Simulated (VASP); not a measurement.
# KF: relaxation of cell and atoms with r2SCAN

Crystal: KF.

```
K F
1.0
     0.00000    2.67185    2.67185
     2.67185    0.00000    2.67185
     2.67185    2.67185    0.00000
K F
1 1
Direct
  0.00000 0.00000 0.00000
  0.50000 0.50000 0.50000
```

```json
{
  "Program": "VASP 6.6.1",
  "Task": "relaxation of cell and atoms",
  "Functional": "r2SCAN",
  "Potentials or basis": "VASP PAW PBE potentials, release 64 (K_sv, F)",
  "Cutoff": "600 eV",
  "k mesh": "5 × 5 × 5, shifted",
  "Occupations": "gaussian, width 0.01 eV",
  "Spin": "no spin polarisation",
  "Target pressure": "5 GPa",
  "Dipole correction": "no",
  "Further INCAR settings": "ALGO = Normal; EDIFF = 1e-06; ISYM = 0; IBRION = 2; EDIFFG = -0.01; NSW = 80; ISIF = 3"
}
```

* Relaxed volume: 16.86 Å³/atom
* Relaxed cell: a = 3.626 Å, b = 3.626 Å, c = 3.626 Å, α = 60.00°, β = 60.00°, γ = 60.00°
* Space group after relaxing (to 0.1 Å): Fm-3m (No. 225)
* Energy change on relaxing (the run minimises the enthalpy): +26.5 meV/atom
* Ionic steps: 4
* Pressure after relaxing: 5.0 GPa
* Band gap on the k mesh: 7.90 eV

Step by step:
```csv
step,energy change (eV),largest force (eV/Å),pressure (GPa),volume (Å³)
1,0.0000,0.0000,-0.54,38.15
2,0.0290,0.0000,3.57,34.62
3,0.0504,0.0000,4.90,33.81
4,0.0530,0.0000,5.04,33.72
```

Final structure:
```cif
data_structure
_symmetry_space_group_name_H-M 'P 1'
_symmetry_Int_Tables_number 1
_cell_length_a 3.6265
_cell_length_b 3.6265
_cell_length_c 3.6265
_cell_angle_alpha 60.000
_cell_angle_beta 60.000
_cell_angle_gamma 60.000
_cell_volume 33.72
loop_
_atom_site_label
_atom_site_type_symbol
_atom_site_fract_x
_atom_site_fract_y
_atom_site_fract_z
_atom_site_occupancy
K1 K 0.00000 0.00000 0.00000 1
F1 F 0.50000 0.50000 0.50000 1
```

Levels at points of the mesh, in eV from the valence-band top:
```tsv
k point	band 4	band 5	band 6	band 7	band 8	band 9	band 10	band 11	band 12
(0.50, 0.50, 0.50)	-9.17	-9.17	-0.86	-0.41	-0.41	10.24	12.28	13.56	13.56
(0.50, 0.00, 0.00)	-9.17	-9.17	-0.86	-0.41	-0.41	10.24	12.28	13.56	13.56
(0.00, 0.00, 0.50)	-9.17	-9.17	-0.86	-0.41	-0.41	10.24	12.28	13.56	13.56
(0.00, 0.50, 0.00)	-9.17	-9.17	-0.86	-0.41	-0.41	10.24	12.28	13.56	13.56
```

Run time: 12 min on 1 thread of Intel(R) Xeon(R) 6975P-C (Granite Rapids), with other jobs on the host, peak memory 0.31 GiB.

Caveat: the cell is relaxed towards a set pressure, so the run minimises the enthalpy, not the energy; the PAW data sets were made with another functional, which shifts forces and pressure a little; a shifted mesh leaves out Γ, where band edges can lie. r2SCAN opens gaps a little over a GGA but as a rule still falls short of measured ones.
